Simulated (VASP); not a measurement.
# Ba (Im-3m) in VASP: notebook

The runs below take Ba through single point, relaxation of volume and atoms at fixed shape, with LDA.

Program: VASP 6.6.1. These are calculated values, not measurements. Logs are shortened: lines on timing, memory, paths and dates and some standing lists are left out, and cuts for length are marked.

## (1) The cell of the first run

The structure is cubic, space group Im-3m (No. 229). Conventional cell: a = 4.786 Å, b = 4.786 Å, c = 4.786 Å, α = 90.00°, β = 90.00°, γ = 90.00°. Ba (site symmetry m-3m) has 14 Ba at 4.14 to 4.79 Å within 5.4 Å.

## (2) Single point, LDA

Input file INCAR:

```
SYSTEM = Ba
ALGO = Normal
EDIFF = 1E-6
ENCUT = 520
GGA = CA
ISIF = 2
ISMEAR = 0
LASPH = .TRUE.
LCHARG = .FALSE.
LREAL = .FALSE.
LWAVE = .FALSE.
NBANDS = 11
NELM = 80
PREC = Accurate
SIGMA = 0.05
```

Input file KPOINTS:

```
k-points
0
G
  6 6 6
  0 0 0
```

Input file POSCAR:

```
Ba
1.0
   -2.3930752045      2.3930752045      2.3930752045
    2.3930752045     -2.3930752045      2.3930752045
    2.3930752045      2.3930752045     -2.3930752045
Ba
1
Direct
    0.0000000000      0.0000000000      0.0000000000
```

Potentials or basis: VASP PAW LDA potentials, release 64 (Ba_sv).

Command:

```bash
cat potpaw_LDA.64/Ba_sv/POTCAR > POTCAR
mpirun -np 1 vasp_std > vasp.out
```

OUTCAR:

```text
SYSTEM = Ba
   EDIFF = 1E-6
   ENCUT = 520
   GGA = CA
   ISIF = 2
   ISMEAR = 0
   LASPH = .TRUE.
   LREAL = .FALSE.
   NELM = 80
   PREC = Accurate

 ion  position               nearest neighbor table
   1  0.000  0.000  0.000-

  LATTYP: Found a body centered cubic cell.
 ALAT       =     4.7861504090

  Lattice vectors:

 A1 = (  -2.3930752045,   2.3930752045,   2.3930752045)
 A2 = (   2.3930752045,  -2.3930752045,   2.3930752045)
 A3 = (   2.3930752045,   2.3930752045,  -2.3930752045)

Analysis of symmetry for initial positions (statically):
=====================================================================
 Subroutine PRICEL returns:
 Original cell was already a primitive cell.

 Routine SETGRP: Setting up the symmetry group for a
 body centered cubic supercell.

 Subroutine GETGRP returns: Found 48 space group operations
 (whereof 48 operations were pure point group operations)
 out of a pool of 48 trial point group operations.

The static configuration has the point symmetry O_h .

Analysis of symmetry for dynamics (positions and initial velocities):
=====================================================================
 Subroutine PRICEL returns:
 Original cell was already a primitive cell.

 Routine SETGRP: Setting up the symmetry group for a
 body centered cubic supercell.

 Subroutine GETGRP returns: Found 48 space group operations
 (whereof 48 operations were pure point group operations)
 out of a pool of 48 trial point group operations.

The dynamic configuration has the point symmetry O_h .

 Subroutine INISYM returns: Found 48 space group operations
 (whereof 48 operations are pure point group operations),
 and found     1 'primitive' translations

----------------------------------------------------------------------------------------

                                     Primitive cell

  volume of cell :      54.8187

  direct lattice vectors                    reciprocal lattice vectors
    -2.393075205  2.393075205  2.393075205     0.000000000  0.208936183  0.208936183
     2.393075205 -2.393075205  2.393075205     0.208936183  0.000000000  0.208936183
     2.393075205  2.393075205 -2.393075205     0.208936183  0.208936183  0.000000000

  length of vectors
     4.144927841  4.144927841  4.144927841     0.295480384  0.295480384  0.295480384

  position of ions in fractional coordinates (direct lattice)
     0.000000000  0.000000000  0.000000000

  ion indices of the primitive-cell ions
   primitive index   ion index
                 1           1

----------------------------------------------------------------------------------------

 KPOINTS: k-points

Automatic generation of k-mesh.
 Grid dimensions read from file:
 generate k-points for:    6    6    6

 Generating k-lattice:

  Cartesian coordinates                     Fractional coordinates (reciprocal lattice)
     0.000000000  0.034822697  0.034822697     0.166666667  0.000000000  0.000000000
     0.034822697  0.000000000  0.034822697     0.000000000  0.166666667  0.000000000
     0.034822697  0.034822697  0.000000000     0.000000000  0.000000000  0.166666667

  Length of vectors
     0.049246731  0.049246731  0.049246731

  Shift w.r.t. Gamma in fractional coordinates (k-lattice)
     0.000000000  0.000000000  0.000000000

 Subroutine IBZKPT returns following result:
 ===========================================

 Found     16 irreducible k-points:

 Following reciprocal coordinates:
            Coordinates               Weight
  0.000000  0.000000  0.000000      1.000000
  0.166667  0.000000  0.000000     12.000000
  0.333333  0.000000  0.000000     12.000000
  0.500000  0.000000  0.000000      6.000000
  0.166667  0.166667  0.000000     24.000000
  0.333333  0.166667 -0.000000     48.000000
[... 8 lines left out ...]
  0.500000  0.500000  0.333333     12.000000
  0.500000  0.500000  0.500000      1.000000
   k-points           NKPTS =     16   k-points in BZ     NKDIM =     16   number of bands    NBANDS=     11
   number of dos      NEDOS =    301   number of ions     NIONS =      1
   total plane-waves  NPLWV =  32768
   dimension x,y,z NGX =    32 NGY =   32 NGZ =   32
   dimension x,y,z NGXF=    64 NGYF=   64 NGZF=   64
   ions per type =               1
   NGX,Y,Z   is equivalent  to a cutoff of  12.83, 12.83, 12.83 a.u.
   NGXF,Y,Z  is equivalent  to a cutoff of  25.67, 25.67, 25.67 a.u.
 SYSTEM =  Ba
   PREC   = accura    normal or accurate (medium, high low for compatibility)
   ISTART =      0    job   : 0-new  1-cont  2-samecut
   ICHARG =      2    charge: 1-file 2-atom 10-const
   ISPIN  =      1    spin polarized calculation?
   LNONCOLLINEAR =      F non collinear calculations
   LSORBIT =      F    spin-orbit coupling
   LASPH  =      T    aspherical Exc in radial PAW
   ENCUT  =  520.0 eV  38.22 Ry    6.18 a.u.   7.71  7.71  7.71*2*pi/ulx,y,z
   NELM   =     80;   NELMIN=  2; NELMDL= -5     # of ELM steps
   EDIFF  = 0.1E-05   stopping-criterion for ELM
   LREAL  =      F    real-space projection
   EDIFFG = 0.1E-04   stopping-criterion for IOM
   NSW    =      0    number of steps for IOM
   IBRION =     -1    ionic relax: 0-MD 1-quasi-New 2-CG
   NFREE  =      0    steps in history (QN), initial steepest desc. (CG)
   ISIF   =      2    stress and relaxation
   ISYM   =      2    0-nonsym 1-usesym 2-fastsym
   POTIM  = 0.5000    time-step for ionic-motion
   TEBEG  =    0.0;   TEEND  =   0.0 temperature during run
   PSTRESS=    0.0 pullay stress
   NELECT =      10.0000    total number of electrons
   NUPDOWN=      -1.0000    fix difference up-down
   EMIN   =  10.00;   EMAX   =-10.00  energy-range for DOS
   EFERMI =   0.00;   METHOD = LEGACY
   ISMEAR =     0;   SIGMA  =   0.05  broadening in eV -4-tet -1-fermi 0-gaus
   EFERMI_NEDOS =   21; number of points for ismear=-14 and -15
   IALGO  =     38    algorithm
   IMIX   =      4    mixing-type and parameters
     AMIX     =   0.40;   BMIX     =  1.00
     AMIX_MAG =   1.60;   BMIX_MAG =  1.00
  volume/ion in A,a.u.               =      54.82       369.94
  Fermi-wavevector in a.u.,A,eV,Ry     =   0.928464  1.754543 11.728844  0.862046
  Thomas-Fermi vector in A             =   2.054643
   LORBIT       =      0    0 simple, 1 ext, 2 COOP (PROOUT), +10 PAW based schemes
   GGA     = CA    functional components
   LHFCALC =     F    Hartree Fock is set to
   AEXX    =    0.0000 exact exchange contribution
   IVDW    =     0    specifies the selected vdW correction
   LEPSILON=     F    determine dielectric tensor
   LRPA    =     F    only Hartree local field effects (RPA)
 non-spin polarized calculation
 Gauss-broadening in eV      SIGMA  =   0.05
  energy-cutoff  :      520.00
  volume of cell :       54.82
 maximum number of plane-waves:      1485
   NGX = 15   NGY = 15   NGZ = 15

 number of electron      10.0000000 magnetization

 Free energy of the ion-electron system (eV)
  ---------------------------------------------------
  ext. energy  EPLUGINS =         0.00000000
  ---------------------------------------------------
  free energy    TOTEN  =        -2.23222796 eV

  energy without entropy =       -2.22892766  energy(sigma->0) =       -2.23057781

 E-fermi :   1.9581     XC(G=0):  -8.0827

 val. band max:        1.9515595436   @ k =   0.3333   0.3333   0.0000
 cond. band min:       2.0279720743   @ k =   0.3333   0.1667   0.1667
 fundamental gap:      0.0764125307
 Fermi energy:         1.9581373870

 k-point     1 :       0.0000    0.0000    0.0000
  band No.  band energies     occupation
      1     -26.6978      2.00000
      2     -11.5545      2.00000
      3     -11.5545      2.00000
      4     -11.5545      2.00000
      5      -0.8946      2.00000
      6       3.8158      0.00000
      7       3.8158      0.00000
      8       3.8158      0.00000
      9       5.4773      0.00000
     10       5.4773      0.00000
     11       9.2909      0.00000

 k-point     2 :       0.1667    0.0000    0.0000
  band No.  band energies     occupation
      1     -26.6779      2.00000
      2     -11.7506      2.00000
      3     -11.6135      2.00000
      4     -11.5563      2.00000
      5      -0.3128      2.00000
      6       3.3937      0.00000
      7       3.4967      0.00000
      8       4.4387      0.00000
      9       5.0729      0.00000
     10       5.4598      0.00000
     11       9.8593      0.00000

 k-point     3 :       0.3333    0.0000    0.0000
  band No.  band energies     occupation
      1     -26.6377      2.00000
      2     -12.1114      2.00000
      3     -11.7276      2.00000
      4     -11.5601      2.00000
      5       0.7123      2.00000
      6       2.7674      0.00000
      7       3.0953      0.00000
      8       5.4174      0.00000
      9       5.7177      0.00000
     10       6.1617      0.00000
     11       9.1101      0.00000

 k-point     4 :       0.5000    0.0000    0.0000
  band No.  band energies     occupation
      1     -26.6174      2.00000
      2     -12.2789      2.00000
      3     -11.7829      2.00000
      4     -11.5621      2.00000
      5       0.8993      2.00000
      6       2.5160      0.00000
      7       3.7092      0.00000
      8       5.4747      0.00000
      9       6.1370      0.00000
     10       7.8823      0.00000
     11       8.0328      0.00000

 k-point     5 :       0.1667    0.1667    0.0000
  band No.  band energies     occupation
      1     -26.6478      2.00000
      2     -11.9955      2.00000
      3     -11.6924      2.00000
      4     -11.5996      2.00000
      5       0.6021      2.00000
      6       2.8443      0.00000
      7       3.0205      0.00000
      8       4.9008      0.00000
      9       5.7068      0.00000
     10       5.9322      0.00000
     11       9.9700      0.00000
[... 99 lines left out ...]
 k-point    13 :      -0.3333    0.5000    0.1667
  band No.  band energies     occupation
      1     -26.5958      2.00000
      2     -12.1334      2.00000
      3     -11.9692      2.00000
      4     -11.7359      2.00000
      5       1.9238      1.66855
      6       2.0517      0.00814
      7       3.1075      0.00000
      8       4.9836      0.00000
      9       5.8150      0.00000
     10       7.9155      0.00000
     11       8.8069      0.00000

 k-point    14 :      -0.3333    0.3333    0.3333
  band No.  band energies     occupation
      1     -26.5900      2.00000
      2     -12.0354      2.00000
      3     -11.9231      2.00000
      4     -11.9231      2.00000
      5       1.6888      2.00000
      6       1.8148      1.99995
      7       4.5940      0.00000
      8       4.5940      0.00000
      9       5.5865      0.00000
     10       5.9867      0.00000
     11      10.9855      0.00000

 k-point    15 :       0.5000    0.5000    0.3333
  band No.  band energies     occupation
      1     -26.5740      2.00000
      2     -12.1086      2.00000
      3     -11.9852      2.00000
      4     -11.9344      2.00000
      5       1.4746      2.00000
      6       1.6152      2.00000
      7       4.6882      0.00000
      8       4.8367      0.00000
      9       7.0706      0.00000
     10       7.4074      0.00000
     11       8.5982      0.00000

 k-point    16 :       0.5000    0.5000    0.5000
  band No.  band energies     occupation
      1     -26.5594      2.00000
      2     -12.0492      2.00000
      3     -12.0492      2.00000
      4     -12.0492      2.00000
      5       1.1622      2.00000
      6       1.1622      2.00000
      7       7.0017      0.00000
      8       7.0017      0.00000
      9       7.0017      0.00000
     10       7.2691      0.00000
     11       7.2691      0.00000

------------------------ aborting loop because EDIFF is reached ----------------------------------------

  FORCE on cell =-STRESS in cart. coord.  units (eV):
  Direction    XX          YY          ZZ          XY          YZ          ZX
  --------------------------------------------------------------------------------------
  -------------------------------------------------------------------------------------
  Total        0.0264990      0.0264990      0.0264990      0.0000000      0.0000000     -0.0000000
  in kB        0.7744820      0.7744820      0.7744820      0.0000000      0.0000000     -0.0000000
  external PRESSURE =       0.7744820 kB  Pullay stress =       0.0000000 kB

 VOLUME and BASIS-vectors are now :
 -----------------------------------------------------------------------------
  energy-cutoff  :      520.00
  volume of cell :       54.82
      direct lattice vectors                 reciprocal lattice vectors
    -2.393075205  2.393075205  2.393075205     0.000000000  0.208936183  0.208936183
     2.393075205 -2.393075205  2.393075205     0.208936183  0.000000000  0.208936183
     2.393075205  2.393075205 -2.393075205     0.208936183  0.208936183  0.000000000

 POSITION                                       TOTAL-FORCE (eV/Angst)
 -----------------------------------------------------------------------------------
      0.00000      0.00000      0.00000        -0.000000      0.000000     -0.000000
 -----------------------------------------------------------------------------------
    total drift:                               -0.000000      0.000000     -0.000000

  FREE ENERGIE OF THE ION-ELECTRON SYSTEM (eV)
  ---------------------------------------------------
  free  energy   TOTEN  =        -2.2322279635 eV

  energy  without entropy=       -2.2289276608  energy(sigma->0) =       -2.23057781
```

Run time: 14 s. Hardware: 1 thread of AMD EPYC 7R43 (Zen 3), shared host; peak memory 0.11 GiB.

What came out:

- Free energy: -2.2322 eV
- Pressure: 0.1 GPa
- Band gap on the k mesh: zero (bands 5 and 6 overlap by 0.87 eV)

Caveat: spin-orbit coupling is left out, which moves the levels of the heavy elements.

## (3) Relaxation of volume and atoms at fixed shape, LDA

This run uses another cell than the first one, of 62.99 Å³/atom.

Input file INCAR:

```
PREC = Accurate ; ENCUT = 600
EDIFF = 1E-6 ; ISMEAR = 0
SIGMA = 0.05 ; LREAL = F
LASPH = T ; NELM = 60
ALGO = Normal ; ISIF = 8
LWAVE = F ; LCHARG = F
GGA = CA ; IBRION = 2
NSW = 50 ; EDIFFG = -0.01
```

Input file KPOINTS:

```
regular mesh
0
Gamma
  6 6 6
```

Input file POSCAR:

```
Ba
1.0
   -2.5065000000      2.5065000000      2.5065000000
    2.5065000000     -2.5065000000      2.5065000000
    2.5065000000      2.5065000000     -2.5065000000
Ba
1
Direct
    0.0000000000      0.0000000000      0.0000000000
```

Potentials or basis: VASP PAW LDA potentials, release 64 (Ba_sv).

Command:

```bash
cat potpaw_LDA.64/Ba_sv/POTCAR > POTCAR
mpirun -np 1 vasp_std > vasp.out
```

It took 38 s on 1 thread of AMD EPYC 7R43 (Zen 3), shared host; peak memory 0.14 GiB.

The run converged. Its results:

| Quantity | Value |
| --- | --- |
| Free energy | -2.2324 eV |
| Relaxed volume | 55.30 Å³/atom |
| Relaxed cell | a = 4.157 Å, b = 4.157 Å, c = 4.157 Å, α = 109.47°, β = 109.47°, γ = 109.47° |
| Space group after relaxing (to 0.1 Å) | Im-3m (No. 229) |
| Energy gained by relaxing | 30.6 meV/atom |
| Ionic steps | 3 |
| Pressure after relaxing | 0.0 GPa |
| Band gap on the k mesh | zero (bands 5 and 6 overlap by 0.85 eV) |

Step by step:
| step | energy change (eV) | largest force (eV/Å) | pressure (GPa) | volume (Å³) |
| --- | --- | --- | --- | --- |
| 1 | 0.0000 | 0.0000 | -1.11 | 62.99 |
| 2 | -0.0220 | 0.0000 | -0.68 | 59.08 |
| 3 | -0.0306 | 0.0000 | -0.02 | 55.30 |

Final structure:
```
CELL_PARAMETERS angstrom
-2.40000 2.40000 2.40000
2.40000 -2.40000 2.40000
2.40000 2.40000 -2.40000
ATOMIC_POSITIONS crystal
Ba 0.00000 0.00000 0.00000
```

Levels at points of the mesh, in eV from the Fermi level:
```
           k point  band 3  band 4  band 5  band 6  band 7  band 8
(0.00, 0.00, 0.00)  -13.53  -13.53   -2.85    1.85    1.85    1.85
(0.50, 0.00, 0.00)  -13.75  -13.54   -1.05    0.56    1.72    3.49
(0.50, 0.50, 0.50)  -14.01  -14.01   -0.78   -0.78    5.00    5.00
```

Caveat: spin-orbit coupling is left out, which moves the levels of the heavy elements. LDA usually gives volumes a few per cent too small.
